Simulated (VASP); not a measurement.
**Al32H (a cell with a defect): single point with PBEsol**

Al32H (a cell with a defect):

```
CELL_PARAMETERS angstrom
8.10000 0.00000 0.00000
0.00000 8.10000 0.00000
0.00000 0.00000 8.10000
ATOMIC_POSITIONS crystal
Al 0.53396 0.00120 0.99454
Al 0.76269 0.25104 0.96585
Al 0.76853 0.97964 0.28684
Al 0.96621 0.97827 0.98126
Al 0.24316 0.21475 0.95757
Al 0.47863 0.47732 0.98633
Al 0.73135 0.74683 0.98059
Al 0.26589 0.04081 0.22863
Al 0.51709 0.24874 0.25585
Al 0.75869 0.50298 0.27195
Al 0.47491 0.98585 0.50179
Al 0.74468 0.23965 0.48436
Al 0.72948 0.98912 0.70149
Al 0.96669 0.50147 0.96291
Al 0.24701 0.72996 0.98848
Al 0.97205 0.22578 0.22906
Al 0.22856 0.49441 0.21681
Al 0.49257 0.75944 0.24711
Al 0.02223 0.98770 0.46828
Al 0.24793 0.27316 0.47009
Al 0.48584 0.51390 0.46005
Al 0.75104 0.74995 0.48757
Al 0.23188 0.96352 0.72112
Al 0.49168 0.22512 0.75184
Al 0.72151 0.50109 0.73365
Al 0.99806 0.73105 0.21859
Al 0.00383 0.50421 0.50974
Al 0.24360 0.74828 0.48310
Al 0.99542 0.21688 0.72612
Al 0.24367 0.48451 0.72188
Al 0.49369 0.73749 0.75532
Al 0.96726 0.77595 0.74410
H 0.57717 0.62620 0.11525
```

- Program: VASP 6.6.1
- Task: single point
- Functional: PBEsol
- Potentials or basis: VASP PAW PBE potentials, release 64 (Al, H)
- Cutoff: 520 eV
- k mesh: 2 × 2 × 2
- Occupations: fermi-dirac, width 0.1 eV
- Spin: no spin polarisation
- Dipole correction: no
- Further INCAR settings: LREAL = Auto; ALGO = Normal; EDIFF = 1e-06; NBANDS = 70

```json
{
 "Pressure": "2.0 GPa",
 "Largest force": "2.090 eV/Å",
 "Band gap on the k mesh": "zero (an odd number of electrons rules out a gap without spin polarisation)"
}
```

Forces on the atoms (eV/Å):
```
Al  -0.622  0.048  0.317
Al  -0.658 -0.119  0.338
Al  -1.226  0.284 -1.669
Al   0.500  0.704  0.705
Al  -0.391  0.361  0.261
Al  -0.049 -0.487 -0.206
Al   0.378 -0.325  0.403
Al  -0.290 -1.106  0.017
Al   0.073  0.027 -0.713
Al   0.136 -0.428 -0.737
Al   0.279  0.446 -0.452
Al   0.139  0.511  0.712
Al   0.223  0.553  0.785
Al   0.708 -0.028  0.169
Al  -0.173  0.593 -0.317
Al   0.659  0.751 -0.137
Al   0.036 -0.443  0.207
Al  -0.585  1.060  0.299
Al   0.004  0.260  0.218
Al  -0.007 -0.662  0.249
Al   0.108 -0.265  0.952
Al  -0.204 -0.957  0.425
Al   0.408  0.656  0.942
Al   0.085  0.327 -0.861
Al   0.159 -0.393 -0.373
Al  -0.101  0.390  0.386
Al  -0.645  0.006 -0.392
Al  -0.128 -0.683 -0.387
Al   0.022  0.370 -0.162
Al   0.243  0.279  0.570
Al  -0.428  0.103 -0.570
Al   0.543 -1.450 -0.622
H    0.804 -0.381 -0.356
```

Stress tensor (GPa, compression positive):
```
 2.06 -0.11  0.38
-0.11  2.26  0.20
 0.38  0.20  1.67
```

Levels at points of the mesh, in eV from the Fermi level:
| k point | band 46 | band 47 | band 48 | band 49 | band 50 | band 51 |
| --- | --- | --- | --- | --- | --- | --- |
| (0.00, 0.00, 0.00) | 0.11 | 0.23 | 0.34 | 0.44 | 0.46 | 0.49 |
| (0.50, 0.00, 0.00) | -0.44 | -0.07 | -0.01 | 0.05 | 0.13 | 0.16 |
| (0.00, 0.50, 0.00) | -0.25 | -0.15 | -0.12 | -0.01 | 0.04 | 0.11 |
| (0.00, 0.00, 0.50) | -0.27 | -0.22 | -0.12 | -0.04 | -0.01 | 0.24 |
| (0.50, 0.50, 0.00) | -0.27 | -0.20 | -0.11 | 0.52 | 0.79 | 0.88 |
| (0.00, 0.50, 0.50) | -0.29 | -0.18 | -0.14 | 0.71 | 0.88 | 0.94 |
| (0.50, 0.00, 0.50) | -0.29 | -0.23 | -0.10 | 0.38 | 0.93 | 0.96 |
| (0.50, 0.50, 0.50) | -0.44 | -0.40 | -0.38 | -0.37 | -0.34 | -0.31 |

Run time: 6.1 min on 1 thread of Oxide Virtual Turin-like Processor, with other jobs on the host, peak memory 0.52 GiB.

Caveat: the k points lie up to 0.39 Å⁻¹ apart, too coarse for converged energies and pressures of a metal; the atoms stand as in a frame of molecular dynamics; the PAW data sets were made with another functional, which shifts forces and pressure a little.
